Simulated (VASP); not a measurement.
Here is a VASP 6.6.1 calculation.

The input POSCAR:

```
Cu
1.0
    2.5108614724      0.0000000000      0.0000000000
   -1.2554307362      2.1744698205      0.0000000000
    0.0000000000      0.0000000000      4.0979856082
Cu
2
Direct
    0.3333333333      0.6666666667      0.2500000000
    0.6666666667      0.3333333333      0.7500000000
```

INCAR.step1

```
SYSTEM = Cu
PREC     = Accurate       ! precision mode
ENCUT    = 520            ! plane-wave cutoff, eV
ISMEAR   = 0              ! smearing method
SIGMA    = 0.1            ! smearing width, eV
LREAL    = .FALSE.        ! projectors in reciprocal space
LASPH    = .TRUE.         ! aspherical terms in the spheres
NELM     = 60             ! most SCF steps
NBANDS   = 18             ! bands
GGA      = PE             ! functional
ALGO     = Normal         ! electronic algorithm
EDIFF    = 1E-4           ! SCF threshold, eV
LWAVE    = .TRUE.         ! write WAVECAR
LCHARG   = .FALSE.        ! write CHGCAR
```

INCAR.step2

```
SYSTEM = Cu
PREC     = Accurate       ! precision mode
ENCUT    = 520            ! plane-wave cutoff, eV
EDIFF    = 1E-6           ! SCF threshold, eV
ISMEAR   = 0              ! smearing method
SIGMA    = 0.1            ! smearing width, eV
LREAL    = .FALSE.        ! projectors in reciprocal space
LASPH    = .TRUE.         ! aspherical terms in the spheres
NELM     = 60             ! most SCF steps
ALGO     = Normal         ! electronic algorithm
ISIF     = 2              ! what is computed and relaxed
LWAVE    = .FALSE.        ! write WAVECAR
LCHARG   = .TRUE.         ! write CHGCAR
METAGGA  = R2SCAN         ! meta-GGA
LMIXTAU  = .TRUE.       
LELF     = .TRUE.         ! ELF
LVHAR    = .TRUE.       
NBANDS   = 18             ! bands
ISTART   = 1
```

File KPOINTS:

```
regular mesh
0
G
  18 18 10
  0 0 0
```

Potentials or basis: VASP PAW PBE potentials, release 64 (Cu).

Run with:

```console
$ cat potpaw_PBE.64/Cu/POTCAR > POTCAR
$ cp INCAR.step1 INCAR
$ mpirun -np 1 vasp_std > vasp.out
$ cp INCAR.step2 INCAR
$ mpirun -np 1 vasp_std > vasp.out
```

(1) Predict the band gap on the k mesh.

(2) Predict the pressure.

## Answers

(1) zero (bands 11 and 12 overlap by 6.49 eV).

(2) 4.8 GPa.

Caveat: the cell stands under pressure; the PAW data sets were made with another functional, which shifts forces and pressure a little.
